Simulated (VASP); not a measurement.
A run of VASP 6.6.1 is set up as follows.

INCAR

```
PREC = Accurate
ENCUT = 520
EDIFF = 1E-7
ISMEAR = -1
SIGMA = 0.02
LREAL = F
LASPH = T
NELM = 80
ALGO = Normal
ISIF = 2
LWAVE = F
LCHARG = F
LDIPOL = T
IDIPOL = 3
DIPOL = 0.5 0.5 0.500
GGA = PE
NBANDS = 51
```

File KPOINTS:

```
regular mesh
0
Gamma
  7 7 1
```

Contents of POSCAR:

```
Sn
1.0
    4.7064645918      0.0000000000      0.0000000000
    0.0000000000      4.7064645918      0.0000000000
    0.0000000000      0.0000000000     15.3428000000
Sn
6
Direct
    0.7500000000      0.0000000000      0.2281198747
    0.2500000000      0.0000000000      0.3366087583
    0.2500000000      0.5000000000      0.4465179552
    0.7500000000      0.5000000000      0.5534820435
    0.7500000000      0.0000000000      0.6633912416
    0.2500000000      0.0000000000      0.7718801253
```

Potentials or basis: VASP PAW PBE potentials, release 64 (Sn_d).

Command:

```console
$ cat potpaw_PBE.64/Sn_d/POTCAR > POTCAR
$ mpirun -np 1 vasp_std > vasp.out
```

Task: What does it give for the largest force?

Result: 0.010 eV/Å.

Task: Estimate the band gap on the k mesh.

Result: Zero (bands 42 and 43 overlap by 0.74 eV).

Forces on the atoms (eV/Å):
```
Sn   0.000  0.000 -0.003
Sn   0.000  0.000 -0.010
Sn   0.000  0.000 -0.008
Sn   0.000  0.000  0.008
Sn   0.000  0.000  0.010
Sn   0.000  0.000  0.003
```

Caveat: spin-orbit coupling is left out, which moves the levels of the heavy elements.
